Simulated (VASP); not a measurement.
Wanted: the native input for a VASP 6.6.1 run.

```
Task                   : single point
Functional             : r2SCAN
Potentials or basis    : VASP PAW PBE potentials, release 64 (Si, S)
Cutoff                 : 550 eV
k mesh                 : 6 × 6 × 6
Occupations            : gaussian, width 0.01 eV
Spin                   : no spin polarisation
Dipole correction      : no
Further INCAR settings : ALGO = Normal; EDIFF = 1e-06; NBANDS = 25
```

SiS2:

```
Si S
1.0
    -2.74339    4.81807    2.76165
     2.74339   -4.81807    2.76165
     2.74339    4.81807   -2.76165
Si S
2 4
Direct
  0.75000 0.75000 0.00000
  0.25000 0.25000 0.00000
  0.11778 0.21222 0.32999
  0.88222 0.78778 0.67001
  0.61778 0.28778 0.90556
  0.38222 0.71222 0.09444
```

One way to write it, as run:

POSCAR

```
SiS2
1.0
   -2.7433908125      4.8180676592      2.7616510799
    2.7433908125     -4.8180676592      2.7616510799
    2.7433908125      4.8180676592     -2.7616510799
Si S
2 4
Direct
    0.7500000000      0.7500000000      0.0000000000
    0.2500000000      0.2500000000      0.0000000000
    0.1177775565      0.2122162993      0.3299938558
    0.8822224435      0.7877837007      0.6700061442
    0.6177775565      0.2877837007      0.9055612572
    0.3822224435      0.7122162993      0.0944387428
```

INCAR.step1

```
PREC = Accurate
ENCUT = 550
ISMEAR = 0
SIGMA = 0.01
LREAL = False
LASPH = True
NELM = 120
NBANDS = 25
GGA = PE
ALGO = Normal
EDIFF = 1E-5
LWAVE = True
LCHARG = False
GGA_COMPAT = False
```

INCAR.step2

```
PREC = Accurate
ENCUT = 550
EDIFF = 1E-6
ISMEAR = 0
SIGMA = 0.01
LREAL = False
LASPH = True
NELM = 120
ALGO = Normal
ISIF = 2
LWAVE = False
LCHARG = False
METAGGA = R2SCAN
LMIXTAU = True
NBANDS = 25
ISTART = 1
GGA_COMPAT = False
```

KPOINTS

```
Automatic mesh
0
Gamma
  6 6 6
```

Potentials or basis: VASP PAW PBE potentials, release 64 (Si, S).

Launch:

```bash
$ cat potpaw_PBE.64/Si/POTCAR potpaw_PBE.64/S/POTCAR > POTCAR
$ cp INCAR.step1 INCAR
$ mpirun -np 1 vasp_std > vasp.out
$ cp INCAR.step2 INCAR
$ mpirun -np 1 vasp_std > vasp.out
```

It gave:

```
Pressure               : 0.3 GPa
Largest force          : 0.116 eV/Å
Band gap on the k mesh : 3.19 eV (least direct gap 3.49 eV)
```

Caveat: the PAW data sets were made with another functional, which shifts forces and pressure a little.

It took 20 min on 1 thread of Intel Xeon 8259CL, on a shared host, peak memory 0.44 GiB.
